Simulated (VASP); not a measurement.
# HgTe (Coloradoite): single point with PBE

The system is HgTe (Coloradoite).

```
Hg Te
1.0
     0.00000    3.21450    3.21450
     3.21450    0.00000    3.21450
     3.21450    3.21450    0.00000
Hg Te
1 1
Direct
  0.00000 0.00000 0.00000
  0.25000 0.25000 0.25000
```

```yaml
Program: VASP 6.6.1
Task: single point
Functional: PBE
Potentials_or_basis: VASP PAW PBE potentials, release 64 (Hg, Te)
Cutoff: 500 eV
k_mesh: 6 × 6 × 6
Occupations: fermi-dirac, width 0.01 eV
Spin: no spin polarisation
Dipole_correction: no
Further_INCAR_settings: ALGO = Normal; EDIFF = 1e-06; NBANDS = 16
```

* Pressure: 4.7 GPa
* Band gap on the k mesh: zero (filled and empty bands touch)

Levels at points of the mesh, in eV from the Fermi level:
| k point | band 7 | band 8 | band 9 | band 10 | band 11 | band 12 |
| --- | --- | --- | --- | --- | --- | --- |
| (0.00, 0.00, 0.00) | -0.69 | -0.01 | -0.01 | -0.01 | 4.19 | 4.19 |
| (0.50, 0.00, 0.00) | -5.61 | -1.03 | -1.03 | 0.70 | 5.00 | 5.00 |
| (0.50, 0.50, 0.00) | -5.54 | -2.35 | -2.35 | 1.88 | 2.44 | 8.28 |

It took 30 s on 1 thread of Intel Xeon 8259CL, on a shared host, peak memory 0.2 GiB.

Caveat: spin-orbit coupling is left out, which moves the levels of the heavy elements.
